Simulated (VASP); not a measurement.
# AlCu5 (Pmmm) in VASP: density of states with PBE

Aim: the density of states of AlCu5 with PBE.

Program: VASP 6.6.1. These are calculated values, not measurements. Logs are shortened: lines on timing, memory, paths and dates and some standing lists are left out, and cuts for length are marked.

**1. The cell of the first run**

Symmetry: Pmmm, No. 47, orthorhombic system. The conventional cell has a = 2.667 Å, b = 3.549 Å, c = 7.859 Å, α = 90.00°, β = 90.00°, γ = 90.00°. Al (site symmetry mmm) has 10 Cu at 2.59 to 2.64 Å and 2 Al at 2.67 Å within 3.4 Å. Within 3.4 Å of Cu (site symmetry mm2) lie 8 Cu at 2.57 to 2.68 Å and 4 Al at 2.59 Å. Cu (site symmetry mm2) has 11 Cu at 2.57 to 2.67 Å and 1 Al at 2.64 Å within 3.4 Å. Cu (site symmetry mmm) has 12 Cu at 2.57 to 2.67 Å within 3.4 Å.

**2. Density of states, PBE**

Input file POSCAR:

```
AlCu5
1.0
    2.6673153831      0.0000000000      0.0000000000
    0.0000000000      3.5489596124      0.0000000000
    0.0000000000      0.0000000000      7.8589648568
Al Cu
1 5
Direct
    0.5000000000      0.5000000000      0.0000000000
    0.0000000000      0.0000000000      0.8295071757
    0.0000000000      0.0000000000      0.1704928243
    0.5000000000      0.5000000000      0.3362873296
    0.0000000000      0.0000000000      0.5000000000
    0.5000000000      0.5000000000      0.6637126704
```

Input file INCAR.step1:

```
ALGO = Fast
EDIFF = 1E-7
ENCUT = 520
GGA = PE
ISIF = 2
ISMEAR = 0
LASPH = True
LCHARG = True
LMAXMIX = 4
LREAL = False
LWAVE = False
NBANDS = 38
NELM = 80
PREC = Accurate
SIGMA = 0.1
```

Input file KPOINTS.step1:

```
k-points
0
Gamma
  14 10 6
```

Input file INCAR.step2:

```
ALGO = Fast
EDIFF = 1E-7
ENCUT = 520
GGA = PE
ICHARG = 11
ISIF = 2
ISMEAR = -5
LASPH = True
LCHARG = False
LMAXMIX = 4
LORBIT = 11
LREAL = False
LWAVE = False
NEDOS = 1001
NELM = 80
PREC = Accurate
SIGMA = 0.1
```

Input file KPOINTS.step2:

```
k-points
0
Gamma
  21 15 9
```

Potentials or basis: VASP PAW PBE potentials, release 64 (Al, Cu).

Run with:

```bash
cat potpaw_PBE.64/Al/POTCAR potpaw_PBE.64/Cu/POTCAR > POTCAR
cp INCAR.step1 INCAR
cp KPOINTS.step1 KPOINTS
mpirun -np 1 vasp_std > vasp.out
cp INCAR.step2 INCAR
cp KPOINTS.step2 KPOINTS
mpirun -np 1 vasp_std > vasp.out
```

OUTCAR:

```text
EDIFF = 1E-7
   ENCUT = 520
   GGA = PE
   ICHARG = 11
   ISIF = 2
   ISMEAR = -5
   LASPH = True
   LORBIT = 11
   LREAL = False
   NELM = 80
   PREC = Accurate

 ion  position               nearest neighbor table
   1  0.500  0.500  0.000-   2 2.59   3 2.59   2 2.59   3 2.59   2 2.59   3 2.59   2 2.59   3 2.59
                             4 2.64   6 2.64
   2  0.000  0.000  0.830-   6 2.57   6 2.57   6 2.57   6 2.57   5 2.59   1 2.59   1 2.59   1 2.59
                             1 2.59   3 2.68
   3  0.000  0.000  0.170-   4 2.57   4 2.57   4 2.57   4 2.57   5 2.59   1 2.59   1 2.59   1 2.59
                             1 2.59   2 2.68
   4  0.500  0.500  0.336-   5 2.57   5 2.57   5 2.57   5 2.57   6 2.57   3 2.57   3 2.57   3 2.57
                             3 2.57   1 2.64
   5  0.000  0.000  0.500-   4 2.57   6 2.57   4 2.57   6 2.57   4 2.57   6 2.57   4 2.57   6 2.57
                             2 2.59   3 2.59
   6  0.500  0.500  0.664-   5 2.57   5 2.57   5 2.57   5 2.57   4 2.57   2 2.57   2 2.57   2 2.57
                             2 2.57   1 2.64

  LATTYP: Found a simple orthorhombic cell.
 ALAT       =     2.6673153831
 B/A-ratio  =     1.3305361769
 C/A-ratio  =     2.9463950557

  Lattice vectors:

 A1 = (   2.6673153831,   0.0000000000,   0.0000000000)
 A2 = (   0.0000000000,   3.5489596124,   0.0000000000)
 A3 = (   0.0000000000,   0.0000000000,   7.8589648568)

Analysis of symmetry for initial positions (statically):
=====================================================================
 Subroutine PRICEL returns:
 Original cell was already a primitive cell.

 Routine SETGRP: Setting up the symmetry group for a
 simple orthorhombic supercell.

 Subroutine GETGRP returns: Found  8 space group operations
 (whereof  8 operations were pure point group operations)
 out of a pool of  8 trial point group operations.

The static configuration has the point symmetry D_2h.

Analysis of symmetry for dynamics (positions and initial velocities):
=====================================================================
 Subroutine PRICEL returns:
 Original cell was already a primitive cell.

 Routine SETGRP: Setting up the symmetry group for a
 simple orthorhombic supercell.

 Subroutine GETGRP returns: Found  8 space group operations
 (whereof  8 operations were pure point group operations)
 out of a pool of  8 trial point group operations.

The dynamic configuration has the point symmetry D_2h.

 Subroutine INISYM returns: Found  8 space group operations
 (whereof  8 operations are pure point group operations),
 and found     1 'primitive' translations

----------------------------------------------------------------------------------------

                                     Primitive cell

  volume of cell :      74.3945

  direct lattice vectors                    reciprocal lattice vectors
     2.667315383  0.000000000  0.000000000     0.374908796  0.000000000  0.000000000
     0.000000000  3.548959612  0.000000000     0.000000000  0.281772719  0.000000000
     0.000000000  0.000000000  7.858964857     0.000000000  0.000000000  0.127243221

  length of vectors
     2.667315383  3.548959612  7.858964857     0.374908796  0.281772719  0.127243221

  position of ions in fractional coordinates (direct lattice)
     0.500000000  0.500000000  0.000000000
     0.000000000  0.000000000  0.829507176
     0.000000000  0.000000000  0.170492824
     0.500000000  0.500000000  0.336287330
     0.000000000  0.000000000  0.500000000
     0.500000000  0.500000000  0.663712670

  ion indices of the primitive-cell ions
   primitive index   ion index
                 1           1
                 2           2
                 3           3
                 4           4
                 5           5
                 6           6

----------------------------------------------------------------------------------------

 KPOINTS: k-points

Automatic generation of k-mesh.
 Grid dimensions read from file:
 generate k-points for:   21   15    9

 Generating k-lattice:

  Cartesian coordinates                     Fractional coordinates (reciprocal lattice)
     0.017852800  0.000000000  0.000000000     0.047619048  0.000000000  0.000000000
     0.000000000  0.018784848  0.000000000     0.000000000  0.066666667  0.000000000
     0.000000000  0.000000000  0.014138136     0.000000000  0.000000000  0.111111111

  Length of vectors
     0.017852800  0.018784848  0.014138136

  Shift w.r.t. Gamma in fractional coordinates (k-lattice)
     0.000000000  0.000000000  0.000000000

 TETIRR: Found   8440 inequivalent tetrahedra from    17010

 Subroutine IBZKPT returns following result:
 ===========================================

 Found    440 irreducible k-points:

 Following reciprocal coordinates:
            Coordinates               Weight
  0.000000  0.000000  0.000000      1.000000
  0.047619  0.000000  0.000000      2.000000
  0.095238  0.000000  0.000000      2.000000
  0.142857  0.000000  0.000000      2.000000
  0.190476  0.000000  0.000000      2.000000
  0.238095  0.000000  0.000000      2.000000
[... 16 lines left out ...]
  0.000000  0.133333  0.000000      2.000000
  0.047619  0.133333  0.000000      4.000000
 [... further k-points ...]
   k-points           NKPTS =    440   k-points in BZ     NKDIM =    440   number of bands    NBANDS=     34
   number of dos      NEDOS =   1001   number of ions     NIONS =      6
   total plane-waves  NPLWV =  33600
   dimension x,y,z NGX =    20 NGY =   28 NGZ =   60
   dimension x,y,z NGXF=    40 NGYF=   56 NGZF=  120
   ions per type =               1   5
   NGX,Y,Z   is equivalent  to a cutoff of  12.47, 13.12, 12.69 a.u.
   NGXF,Y,Z  is equivalent  to a cutoff of  24.93, 26.23, 25.38 a.u.
 SYSTEM =  unknown system
   PREC   = accura    normal or accurate (medium, high low for compatibility)
   ISTART =      0    job   : 0-new  1-cont  2-samecut
   ICHARG =     11    charge: 1-file 2-atom 10-const
   ISPIN  =      1    spin polarized calculation?
   LNONCOLLINEAR =      F non collinear calculations
   LSORBIT =      F    spin-orbit coupling
   LASPH  =      T    aspherical Exc in radial PAW
   ENCUT  =  520.0 eV  38.22 Ry    6.18 a.u.   4.96  6.60 14.61*2*pi/ulx,y,z
   NELM   =     80;   NELMIN=  2; NELMDL=  0     # of ELM steps
   EDIFF  = 0.1E-06   stopping-criterion for ELM
   LREAL  =      F    real-space projection
   EDIFFG = 0.1E-05   stopping-criterion for IOM
   NSW    =      0    number of steps for IOM
   IBRION =     -1    ionic relax: 0-MD 1-quasi-New 2-CG
   NFREE  =      0    steps in history (QN), initial steepest desc. (CG)
   ISIF   =      2    stress and relaxation
   ISYM   =      2    0-nonsym 1-usesym 2-fastsym
   POTIM  = 0.5000    time-step for ionic-motion
   TEBEG  =    0.0;   TEEND  =   0.0 temperature during run
   PSTRESS=    0.0 pullay stress
   NELECT =      58.0000    total number of electrons
   NUPDOWN=      -1.0000    fix difference up-down
   EMIN   =  10.00;   EMAX   =-10.00  energy-range for DOS
   EFERMI =   0.00;   METHOD = LEGACY
   ISMEAR =    -5;   SIGMA  =   0.10  broadening in eV -4-tet -1-fermi 0-gaus
   EFERMI_NEDOS =   21; number of points for ismear=-14 and -15
   IALGO  =     68    algorithm
   IMIX   =      4    mixing-type and parameters
     AMIX     =   0.40;   BMIX     =  1.00
     AMIX_MAG =   1.60;   BMIX_MAG =  1.00
  volume/ion in A,a.u.               =      12.40        83.67
  Fermi-wavevector in a.u.,A,eV,Ry     =   1.506736  2.847319 30.888683  2.270254
  Thomas-Fermi vector in A             =   2.617415
   LORBIT       =     11    0 simple, 1 ext, 2 COOP (PROOUT), +10 PAW based schemes
   GGA     = PE    functional components
   LHFCALC =     F    Hartree Fock is set to
   AEXX    =    0.0000 exact exchange contribution
   IVDW    =     0    specifies the selected vdW correction
   LEPSILON=     F    determine dielectric tensor
   LRPA    =     F    only Hartree local field effects (RPA)
 non-spin polarized calculation
 RMM-DIIS sequential band-by-band and
 Fermi weights with tetrahedron method with Bloechl corrections
  energy-cutoff  :      520.00
  volume of cell :       74.39
 maximum number of plane-waves:      2031
 NGX is ok and might be reduce to    20

 number of electron      57.9999997 magnetization

 Free energy of the ion-electron system (eV)
  ---------------------------------------------------
  ext. energy  EPLUGINS =         0.00000000
  ---------------------------------------------------
  free energy    TOTEN  =       -22.91071239 eV

  energy without entropy =      -22.91071239  energy(sigma->0) =      -22.91071239

 E-fermi :   7.9217     XC(G=0): -12.2623

 val. band max:        8.0682979678   @ k =   0.3333   0.2667   0.4444
 cond. band min:       7.8560951916   @ k =   0.2857   0.4667   0.1111
 fundamental gap:     -0.2122027762
 Fermi energy:         7.9217049559

 k-point     1 :       0.0000    0.0000    0.0000
  band No.  band energies     occupation
      1      -2.3618      2.00000
      2       0.4225      2.00000
      3       0.5337      2.00000
      4       3.1773      2.00000
      5       3.5433      2.00000
      6       3.5804      2.00000
[... 26 lines left out ...]
     33      12.5926      0.00000
     34      12.9849      0.00000

 k-point     2 :       0.0476    0.0000    0.0000
  band No.  band energies     occupation
      1      -2.3137      2.00000
      2       0.4657      2.00000
      3       0.5799      2.00000
      4       3.1985      2.00000
      5       3.5544      2.00000
      6       3.5934      2.00000
[... 26 lines left out ...]
     33      12.6603      0.00000
     34      13.0372      0.00000
[... 775 lines left out ...]
     33      11.2788      0.00000
     34      14.3328      0.00000

 k-point    24 :       0.0476    0.1333    0.0000
  band No.  band energies     occupation
      1      -2.1023      2.00000
      2       0.6401      2.00000
      3       0.7778      2.00000
      4       3.1466      2.00000
      5       3.5902      2.00000
      6       3.5936      2.00000
[... 26 lines left out ...]
     33      11.3265      0.00000
     34      14.3472      0.00000

 [... further k-points ...]
[... 5 lines left out ...]
  --------------------------------------------------------------------------------------
  -------------------------------------------------------------------------------------
  Total       -0.3090987     -0.3577497     -0.4427984     -0.0000000      0.0000000      0.0000000
  in kB       -6.6568226     -7.7045824     -9.5362099     -0.0000000      0.0000000      0.0000000
  external PRESSURE =      -7.9658716 kB  Pullay stress =       0.0000000 kB

 VOLUME and BASIS-vectors are now :
 -----------------------------------------------------------------------------
  energy-cutoff  :      520.00
  volume of cell :       74.39
      direct lattice vectors                 reciprocal lattice vectors
     2.667315383  0.000000000  0.000000000     0.374908796  0.000000000  0.000000000
     0.000000000  3.548959612  0.000000000     0.000000000  0.281772719  0.000000000
     0.000000000  0.000000000  7.858964857     0.000000000  0.000000000  0.127243221

 POSITION                                       TOTAL-FORCE (eV/Angst)
 -----------------------------------------------------------------------------------
      1.33366      1.77448      0.00000        -0.000000     -0.000000      0.000000
      0.00000      0.00000      6.51907         0.000000     -0.000000      0.020067
      0.00000      0.00000      1.33990        -0.000000     -0.000000     -0.020067
      1.33366      1.77448      2.64287        -0.000000      0.000000      0.000399
      0.00000      0.00000      3.92948        -0.000000     -0.000000      0.000000
      1.33366      1.77448      5.21609        -0.000000     -0.000000     -0.000399
 -----------------------------------------------------------------------------------
    total drift:                               -0.000000      0.000000      0.000000

  FREE ENERGIE OF THE ION-ELECTRON SYSTEM (eV)
  ---------------------------------------------------
  free  energy   TOTEN  =       -22.9107123932 eV

  energy  without entropy=      -22.9107123932  energy(sigma->0) =      -22.91071239

 total charge

# of ion       s       p       d       tot
------------------------------------------
    1        0.395   0.393   0.000   0.787
    2        0.450   0.415   9.156  10.021
    3        0.450   0.415   9.156  10.021
    4        0.437   0.374   9.169   9.981
    5        0.438   0.362   9.170   9.970
    6        0.437   0.374   9.169   9.981
--------------------------------------------------
tot          2.607   2.332  45.820  50.759
```

Run time: 15 min. Hardware: 1 thread of Intel Xeon Platinum 8488C (Sapphire Rapids), shared host; peak memory 0.85 GiB.

Results:

```yaml
Valence_electrons_inside_the_program's_atomic_spheres: Al 0.79; Cu 10.02, 9.98, 9.97
```

Levels at points of the mesh, in eV from the Fermi level:
```csv
k point,band 26,band 27,band 28,band 29,band 30,band 31,band 32,band 33
"(0.00, 0.00, 0.00)",-2.13,-1.97,-1.68,0.89,1.50,1.84,4.44,4.67
```

Caveat: tetrahedron occupations give inexact forces and stress in metals.
